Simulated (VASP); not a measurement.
# Au (Fm-3m) in VASP: notebook

The runs below take Au through single point, with r2SCAN.

Everything below comes from runs of VASP 6.6.1. Logs are shortened: lines on timing, memory, paths and dates and some standing lists are left out, and cuts for length are marked.

### 1 The cell of the first run

Symmetry: Fm-3m, No. 225, cubic system. Conventional cell: a = 4.123 Å, b = 4.123 Å, c = 4.123 Å, α = 90.00°, β = 90.00°, γ = 90.00°. Au (site symmetry m-3m) has 12 Au at 2.92 Å within 3.8 Å.

### 2 Single point, r2SCAN

POSCAR reads:

```
Au
1.0
    0.0000000000      2.0615246536      2.0615246536
    2.0615246536      0.0000000000      2.0615246536
    2.0615246536      2.0615246536      0.0000000000
Au
1
Direct
    0.0000000000      0.0000000000      0.0000000000
```

INCAR.step1 reads:

```
SYSTEM = Au
  ALGO = Normal
  EDIFF = 1E-4
  ENCUT = 520
  GGA = PE
  ISMEAR = -1
  LASPH = .True.
  LCHARG = .False.
  LREAL = .False.
  LWAVE = .True.
  NBANDS = 12
  NELM = 80
  PREC = Accurate
  SIGMA = 0.3
```

INCAR.step2 reads:

```
SYSTEM = Au
  ALGO = Normal
  EDIFF = 1E-7
  ENCUT = 520
  ISIF = 2
  ISMEAR = -1
  ISTART = 1
  LASPH = .True.
  LCHARG = .True.
  LELF = .True.
  LMIXTAU = .True.
  LREAL = .False.
  LVHAR = .True.
  LWAVE = .False.
  METAGGA = R2SCAN
  NBANDS = 12
  NELM = 80
  PREC = Accurate
  SIGMA = 0.3
```

KPOINTS reads:

```
k-points
0
Gamma
  13 13 13
  0 0 0
```

Potentials or basis: VASP PAW PBE potentials, release 64 (Au).

Command:

```sh
$ cat potpaw_PBE.64/Au/POTCAR > POTCAR
$ cp INCAR.step1 INCAR
$ mpirun -np 1 vasp_std > vasp.out
$ cp INCAR.step2 INCAR
$ mpirun -np 1 vasp_std > vasp.out
```

OUTCAR:

```text
SYSTEM = Au
   EDIFF = 1E-7
   ENCUT = 520
   ISIF = 2
   ISMEAR = -1
   ISTART = 1
   LASPH = .True.
   LREAL = .False.
   METAGGA = R2SCAN
   NELM = 80
   PREC = Accurate

 ion  position               nearest neighbor table
   1  0.000  0.000  0.000-

  LATTYP: Found a face centered cubic cell.
 ALAT       =     4.1230493072

  Lattice vectors:

 A1 = (   0.0000000000,   2.0615246536,   2.0615246536)
 A2 = (   2.0615246536,   0.0000000000,   2.0615246536)
 A3 = (   2.0615246536,   2.0615246536,   0.0000000000)

Analysis of symmetry for initial positions (statically):
=====================================================================
 Subroutine PRICEL returns:
 Original cell was already a primitive cell.

 Routine SETGRP: Setting up the symmetry group for a
 face centered cubic supercell.

 Subroutine GETGRP returns: Found 48 space group operations
 (whereof 48 operations were pure point group operations)
 out of a pool of 48 trial point group operations.

The static configuration has the point symmetry O_h .

Analysis of symmetry for dynamics (positions and initial velocities):
=====================================================================
 Subroutine PRICEL returns:
 Original cell was already a primitive cell.

 Routine SETGRP: Setting up the symmetry group for a
 face centered cubic supercell.

 Subroutine GETGRP returns: Found 48 space group operations
 (whereof 48 operations were pure point group operations)
 out of a pool of 48 trial point group operations.

The dynamic configuration has the point symmetry O_h .

 Subroutine INISYM returns: Found 48 space group operations
 (whereof 48 operations are pure point group operations),
 and found     1 'primitive' translations

----------------------------------------------------------------------------------------

                                     Primitive cell

  volume of cell :      17.5225

  direct lattice vectors                    reciprocal lattice vectors
     0.000000000  2.061524654  2.061524654    -0.242538938  0.242538938  0.242538938
     2.061524654  0.000000000  2.061524654     0.242538938 -0.242538938  0.242538938
     2.061524654  2.061524654  0.000000000     0.242538938  0.242538938 -0.242538938

  length of vectors
     2.915436124  2.915436124  2.915436124     0.420089763  0.420089763  0.420089763

  position of ions in fractional coordinates (direct lattice)
     0.000000000  0.000000000  0.000000000

  ion indices of the primitive-cell ions
   primitive index   ion index
                 1           1

----------------------------------------------------------------------------------------

 KPOINTS: k-points

Automatic generation of k-mesh.
 Grid dimensions read from file:
 generate k-points for:   13   13   13

 Generating k-lattice:

  Cartesian coordinates                     Fractional coordinates (reciprocal lattice)
    -0.018656841  0.018656841  0.018656841     0.076923077  0.000000000  0.000000000
     0.018656841 -0.018656841  0.018656841     0.000000000  0.076923077  0.000000000
     0.018656841  0.018656841 -0.018656841     0.000000000  0.000000000  0.076923077

  Length of vectors
     0.032314597  0.032314597  0.032314597

  Shift w.r.t. Gamma in fractional coordinates (k-lattice)
     0.000000000  0.000000000  0.000000000

 Subroutine IBZKPT returns following result:
 ===========================================

 Found     84 irreducible k-points:

 Following reciprocal coordinates:
            Coordinates               Weight
  0.000000  0.000000  0.000000      1.000000
  0.076923  0.000000  0.000000      8.000000
  0.153846  0.000000  0.000000      8.000000
  0.230769  0.000000  0.000000      8.000000
  0.307692  0.000000  0.000000      8.000000
  0.384615  0.000000  0.000000      8.000000
[... 16 lines left out ...]
  0.384615  0.153846  0.000000     24.000000
  0.461538  0.153846  0.000000     24.000000
 [... further k-points ...]
   k-points           NKPTS =     84   k-points in BZ     NKDIM =     84   number of bands    NBANDS=     12
   number of dos      NEDOS =    301   number of ions     NIONS =      1
   total plane-waves  NPLWV =  13824
   dimension x,y,z NGX =    24 NGY =   24 NGZ =   24
   dimension x,y,z NGXF=    48 NGYF=   48 NGZF=   48
   ions per type =               1
   NGX,Y,Z   is equivalent  to a cutoff of  13.69, 13.69, 13.69 a.u.
   NGXF,Y,Z  is equivalent  to a cutoff of  27.37, 27.37, 27.37 a.u.
 SYSTEM =  Au
   PREC   = accura    normal or accurate (medium, high low for compatibility)
   ISTART =      1    job   : 0-new  1-cont  2-samecut
   ICHARG =      0    charge: 1-file 2-atom 10-const
   ISPIN  =      1    spin polarized calculation?
   LNONCOLLINEAR =      F non collinear calculations
   LSORBIT =      F    spin-orbit coupling
   LASPH  =      T    aspherical Exc in radial PAW
   ENCUT  =  520.0 eV  38.22 Ry    6.18 a.u.   5.42  5.42  5.42*2*pi/ulx,y,z
   NELM   =     80;   NELMIN=  2; NELMDL=  0     # of ELM steps
   EDIFF  = 0.1E-06   stopping-criterion for ELM
   LREAL  =      F    real-space projection
   EDIFFG = 0.1E-05   stopping-criterion for IOM
   NSW    =      0    number of steps for IOM
   IBRION =     -1    ionic relax: 0-MD 1-quasi-New 2-CG
   NFREE  =      0    steps in history (QN), initial steepest desc. (CG)
   ISIF   =      2    stress and relaxation
   ISYM   =      2    0-nonsym 1-usesym 2-fastsym
   POTIM  = 0.5000    time-step for ionic-motion
   TEBEG  =    0.0;   TEEND  =   0.0 temperature during run
   PSTRESS=    0.0 pullay stress
   NELECT =      11.0000    total number of electrons
   NUPDOWN=      -1.0000    fix difference up-down
   EMIN   =  10.00;   EMAX   =-10.00  energy-range for DOS
   EFERMI =   0.00;   METHOD = LEGACY
   ISMEAR =    -1;   SIGMA  =   0.30  broadening in eV -4-tet -1-fermi 0-gaus
   EFERMI_NEDOS =   21; number of points for ismear=-14 and -15
   IALGO  =     38    algorithm
   IMIX   =      4    mixing-type and parameters
     AMIX     =   0.40;   BMIX     =  1.00
     AMIX_MAG =   1.60;   BMIX_MAG =  1.00
  volume/ion in A,a.u.               =      17.52       118.25
  Fermi-wavevector in a.u.,A,eV,Ry     =   1.401761  2.648944 26.734535  1.964933
  Thomas-Fermi vector in A             =   2.524590
   LORBIT       =      0    0 simple, 1 ext, 2 COOP (PROOUT), +10 PAW based schemes
   METAGGA = R2SCAN    functional components
   LHFCALC =     F    Hartree Fock is set to
   AEXX    =    0.0000 exact exchange contribution
   IVDW    =     0    specifies the selected vdW correction
   LEPSILON=     F    determine dielectric tensor
   LRPA    =     F    only Hartree local field effects (RPA)
 non-spin polarized calculation
  energy-cutoff  :      520.00
  volume of cell :       17.52
 maximum number of plane-waves:       495
 NGX is ok and might be reduce to    24
   NGX = 11   NGY = 11   NGZ = 11

 number of electron      11.0000001 magnetization

 Free energy of the ion-electron system (eV)
  ---------------------------------------------------
  ext. energy  EPLUGINS =         0.00000000
  ---------------------------------------------------
  free energy    TOTEN  =       -50.63570426 eV

  energy without entropy =      -50.55552600  energy(sigma->0) =      -50.59561513

 E-fermi :   8.9170     XC(G=0): -13.4346

 val. band max:        8.8285365774   @ k =   0.4615   0.2308   0.0000
 cond. band min:       8.9434092082   @ k =   0.4615   0.3077   0.0000
 fundamental gap:      0.1148726308
 Fermi energy:         8.9169728892

 k-point     1 :       0.0000    0.0000    0.0000
  band No.  band energies     occupation
      1      -0.9213      2.00000
      2       4.0674      2.00000
      3       4.0674      2.00000
      4       4.0674      2.00000
      5       5.5253      1.99998
      6       5.5253      1.99998
      7      24.2224      0.00000
      8      28.1467      0.00000
      9      28.1467      0.00000
     10      28.1467      0.00000
     11      33.3330      0.00000
     12      37.4858      0.00000

 k-point     2 :       0.0769    0.0000    0.0000
  band No.  band energies     occupation
      1      -0.7132      2.00000
      2       4.0052      2.00000
      3       4.1362      2.00000
      4       4.1362      2.00000
      5       5.4966      1.99998
      6       5.4966      1.99998
      7      24.4398      0.00000
      8      26.8726      0.00000
      9      28.3735      0.00000
     10      28.3735      0.00000
     11      34.0303      0.00000
     12      35.9129      0.00000

 k-point     3 :       0.1538    0.0000    0.0000
  band No.  band energies     occupation
      1      -0.1254      2.00000
      2       3.8818      2.00000
      3       4.2860      2.00000
      4       4.2860      2.00000
      5       5.4726      1.99998
      6       5.4726      1.99998
      7      24.0145      0.00000
      8      25.3036      0.00000
      9      28.9523      0.00000
     10      28.9523      0.00000
     11      32.2746      0.00000
     12      34.4705      0.00000
[... 286 lines left out ...]
 k-point    23 :       0.3846    0.1538    0.0000
  band No.  band energies     occupation
      1       1.9863      2.00000
      2       3.7761      2.00000
      3       4.0476      2.00000
      4       4.6974      2.00000
      5       6.5470      1.99926
      6       6.9710      1.99696
      7      17.2767      0.00000
      8      24.6712      0.00000
      9      24.7629      0.00000
     10      26.4329      0.00000
     11      33.0885      0.00000
     12      34.4728      0.00000

 k-point    24 :       0.4615    0.1538    0.0000
  band No.  band energies     occupation
      1       2.0575      2.00000
      2       3.7756      2.00000
      3       4.5639      2.00000
      4       4.6370      2.00000
      5       6.7502      1.99854
      6       8.5547      1.53980
      7      14.2509      0.00000
      8      23.6723      0.00000
      9      24.6696      0.00000
     10      25.6283      0.00000
     11      34.6431      0.00000
     12      35.4046      0.00000

 [... further k-points ...]

------------------------ aborting loop because EDIFF is reached ----------------------------------------

  FORCE on cell =-STRESS in cart. coord.  units (eV):
  Direction    XX          YY          ZZ          XY          YZ          ZX
  --------------------------------------------------------------------------------------
  -------------------------------------------------------------------------------------
  Total        0.0685576      0.0685576      0.0685576      0.0000000      0.0000000     -0.0000000
  in kB        6.2686009      6.2686009      6.2686009      0.0000000      0.0000000     -0.0000000
  external PRESSURE =       6.2686009 kB  Pullay stress =       0.0000000 kB

 VOLUME and BASIS-vectors are now :
 -----------------------------------------------------------------------------
  energy-cutoff  :      520.00
  volume of cell :       17.52
      direct lattice vectors                 reciprocal lattice vectors
     0.000000000  2.061524654  2.061524654    -0.242538938  0.242538938  0.242538938
     2.061524654  0.000000000  2.061524654     0.242538938 -0.242538938  0.242538938
     2.061524654  2.061524654  0.000000000     0.242538938  0.242538938 -0.242538938

 POSITION                                       TOTAL-FORCE (eV/Angst)
 -----------------------------------------------------------------------------------
      0.00000      0.00000      0.00000        -0.000000      0.000000      0.000000
 -----------------------------------------------------------------------------------
    total drift:                               -0.000000      0.000000     -0.000000

  FREE ENERGIE OF THE ION-ELECTRON SYSTEM (eV)
  ---------------------------------------------------
  free  energy   TOTEN  =       -50.6357042629 eV

  energy  without entropy=      -50.5555259951  energy(sigma->0) =      -50.59561513
```

It took 28 s on 1 thread of Intel Xeon 6975P-C (Granite Rapids), shared host; peak memory 0.15 GiB.

Results:

- Free energy: -50.6357 eV
- Pressure: 0.6 GPa

Levels at points of the mesh, in eV from the Fermi level:
```csv
k point,band 2,band 3,band 4,band 5,band 6,band 7,band 8,band 9,band 10,band 11
"(0.00, 0.00, 0.00)",-4.85,-4.85,-4.85,-3.39,-3.39,15.31,19.23,19.23,19.23,24.42
```

Caveat: the PAW data sets were made with another functional, which shifts forces and pressure a little; spin-orbit coupling is left out, which moves the levels of the heavy elements.

### 3 Single point, r2SCAN

POSCAR is that of step 2.

INCAR.step1 reads:

```
SYSTEM = Au
PREC = Accurate
ENCUT = 520
ISMEAR = -1
SIGMA = 0.6
LREAL = .FALSE.
LASPH = .TRUE.
NELM = 60
NBANDS = 12
GGA = PE
ALGO = Normal
EDIFF = 1E-4
LWAVE = .TRUE.
LCHARG = .FALSE.
```

INCAR.step2 reads:

```
SYSTEM = Au
PREC = Accurate
ENCUT = 520
EDIFF = 1E-7
ISMEAR = -1
SIGMA = 0.6
LREAL = .FALSE.
LASPH = .TRUE.
NELM = 60
ALGO = Normal
ISIF = 2
LWAVE = .FALSE.
LCHARG = .TRUE.
METAGGA = R2SCAN
LMIXTAU = .TRUE.
LELF = .TRUE.
LVHAR = .TRUE.
NBANDS = 12
ISTART = 1
```

KPOINTS reads:

```
Automatic mesh
0
G
  13 13 13
  0 0 0
```

Potentials or basis: VASP PAW PBE potentials, release 64 (Au).

Command:

```sh
$ cat potpaw_PBE.64/Au/POTCAR > POTCAR
$ cp INCAR.step1 INCAR
$ mpirun -np 1 vasp_std > vasp.out
$ cp INCAR.step2 INCAR
$ mpirun -np 1 vasp_std > vasp.out
```

OUTCAR:

```text
SYSTEM = Au
   PREC = Accurate
   ENCUT = 520
   EDIFF = 1E-7
   ISMEAR = -1
   LREAL = .FALSE.
   LASPH = .TRUE.
   NELM = 60
   ISIF = 2
   METAGGA = R2SCAN
   ISTART = 1

 ion  position               nearest neighbor table
   1  0.000  0.000  0.000-

  LATTYP: Found a face centered cubic cell.
 ALAT       =     4.1230493072

  Lattice vectors:

 A1 = (   0.0000000000,   2.0615246536,   2.0615246536)
 A2 = (   2.0615246536,   0.0000000000,   2.0615246536)
 A3 = (   2.0615246536,   2.0615246536,   0.0000000000)

Analysis of symmetry for initial positions (statically):
=====================================================================
 Subroutine PRICEL returns:
 Original cell was already a primitive cell.

 Routine SETGRP: Setting up the symmetry group for a
 face centered cubic supercell.

 Subroutine GETGRP returns: Found 48 space group operations
 (whereof 48 operations were pure point group operations)
 out of a pool of 48 trial point group operations.

The static configuration has the point symmetry O_h .

Analysis of symmetry for dynamics (positions and initial velocities):
=====================================================================
 Subroutine PRICEL returns:
 Original cell was already a primitive cell.

 Routine SETGRP: Setting up the symmetry group for a
 face centered cubic supercell.

 Subroutine GETGRP returns: Found 48 space group operations
 (whereof 48 operations were pure point group operations)
 out of a pool of 48 trial point group operations.

The dynamic configuration has the point symmetry O_h .

 Subroutine INISYM returns: Found 48 space group operations
 (whereof 48 operations are pure point group operations),
 and found     1 'primitive' translations

----------------------------------------------------------------------------------------

                                     Primitive cell
[... 114 lines left out ...]
   METAGGA = R2SCAN    functional components
   LHFCALC =     F    Hartree Fock is set to
   AEXX    =    0.0000 exact exchange contribution
   IVDW    =     0    specifies the selected vdW correction
   LEPSILON=     F    determine dielectric tensor
   LRPA    =     F    only Hartree local field effects (RPA)
 non-spin polarized calculation
  energy-cutoff  :      520.00
  volume of cell :       17.52
 maximum number of plane-waves:       495
 NGX is ok and might be reduce to    24
   NGX = 11   NGY = 11   NGZ = 11

 number of electron      11.0000001 magnetization

 Free energy of the ion-electron system (eV)
  ---------------------------------------------------
  ext. energy  EPLUGINS =         0.00000000
  ---------------------------------------------------
  free energy    TOTEN  =       -50.77689454 eV

  energy without entropy =      -50.34897006  energy(sigma->0) =      -50.56293230

 E-fermi :   9.0049     XC(G=0): -13.4500

 val. band max:        8.9496290796   @ k =  -0.4615   0.0769   0.0000
 cond. band min:       9.0254015712   @ k =   0.4615   0.3846   0.0000
 fundamental gap:      0.0757724916
 Fermi energy:         9.0049116933

 k-point     1 :       0.0000    0.0000    0.0000
  band No.  band energies     occupation
      1      -0.9314      2.00000
      2       4.0322      1.99950
      3       4.0322      1.99950
      4       4.0322      1.99950
      5       5.4865      1.99434
      6       5.4865      1.99434
      7      24.2211      0.00000
      8      28.1477      0.00000
      9      28.1477      0.00000
     10      28.1477      0.00000
     11      33.3503      0.00000
     12      37.4714      0.00000
[... 331 lines left out ...]
 k-point    24 :       0.4615    0.1538    0.0000
  band No.  band energies     occupation
      1       2.0328      1.99998
      2       3.7431      1.99969
      3       4.5282      1.99885
      4       4.6082      1.99869
      5       6.7087      1.95738
      6       8.5287      1.37725
      7      14.2344      0.00033
      8      23.6665      0.00000
      9      24.6614      0.00000
     10      25.6218      0.00000
     11      34.6385      0.00000
     12      35.3976      0.00000

 [... further k-points ...]

------------------------ aborting loop because EDIFF is reached ----------------------------------------

  FORCE on cell =-STRESS in cart. coord.  units (eV):
  Direction    XX          YY          ZZ          XY          YZ          ZX
  --------------------------------------------------------------------------------------
  -------------------------------------------------------------------------------------
  Total        0.2018931      0.2018931      0.2018931     -0.0000000      0.0000000      0.0000000
  in kB       18.4602051     18.4602051     18.4602051     -0.0000000      0.0000000      0.0000000
  external PRESSURE =      18.4602051 kB  Pullay stress =       0.0000000 kB

 VOLUME and BASIS-vectors are now :
 -----------------------------------------------------------------------------
  energy-cutoff  :      520.00
  volume of cell :       17.52
      direct lattice vectors                 reciprocal lattice vectors
     0.000000000  2.061524654  2.061524654    -0.242538938  0.242538938  0.242538938
     2.061524654  0.000000000  2.061524654     0.242538938 -0.242538938  0.242538938
     2.061524654  2.061524654  0.000000000     0.242538938  0.242538938 -0.242538938

 POSITION                                       TOTAL-FORCE (eV/Angst)
 -----------------------------------------------------------------------------------
      0.00000      0.00000      0.00000         0.000000     -0.000000      0.000000
 -----------------------------------------------------------------------------------
    total drift:                               -0.000000      0.000000     -0.000000

  FREE ENERGIE OF THE ION-ELECTRON SYSTEM (eV)
  ---------------------------------------------------
  free  energy   TOTEN  =       -50.7768945440 eV

  energy  without entropy=      -50.3489700626  energy(sigma->0) =      -50.56293230
```

OSZICAR.step1:

```text
N       E                     dE             d eps       ncg     rms          rms(c)
DAV:   1     0.488630644939E+02    0.48863E+02   -0.55541E+03  2072   0.815E+02
DAV:   2    -0.301442656628E+01   -0.51877E+02   -0.49221E+02  2324   0.184E+02
DAV:   3    -0.371464135926E+01   -0.70021E+00   -0.69911E+00  2448   0.207E+01
DAV:   4    -0.371702899970E+01   -0.23876E-02   -0.23875E-02  2416   0.140E+00
DAV:   5    -0.371704721982E+01   -0.18220E-04   -0.18221E-04  2436   0.117E-01    0.902E+00
DAV:   6    -0.343614973541E+01    0.28090E+00   -0.75684E-01  2196   0.710E+00    0.578E+00
DAV:   7    -0.341787279168E+01    0.18277E-01   -0.60004E-02  2408   0.201E+00    0.286E+00
DAV:   8    -0.341558886066E+01    0.22839E-02   -0.15313E-03  2252   0.330E-01    0.271E-01
DAV:   9    -0.341557297559E+01    0.15885E-04   -0.10070E-05  1492   0.290E-02
   1 F= -.34155730E+01 E0= -.31780513E+01  d E =-.475043E+00
```

Wall time 3.2 min (1 thread of AMD EPYC 7R13, shared host); peak memory 0.12 GiB.

What came out:

```yaml
Free_energy: -50.7769 eV
Pressure: 1.8 GPa
```

Levels at points of the mesh, in eV from the Fermi level:
```tsv
k point	band 3	band 4	band 5	band 6	band 7	band 8	band 9	band 10
(0.00, 0.00, 0.00)	-4.97	-4.97	-3.52	-3.52	15.22	19.14	19.14	19.14
```

Caveat: the PAW data sets were made with another functional, which shifts forces and pressure a little; spin-orbit coupling is left out, which moves the levels of the heavy elements.
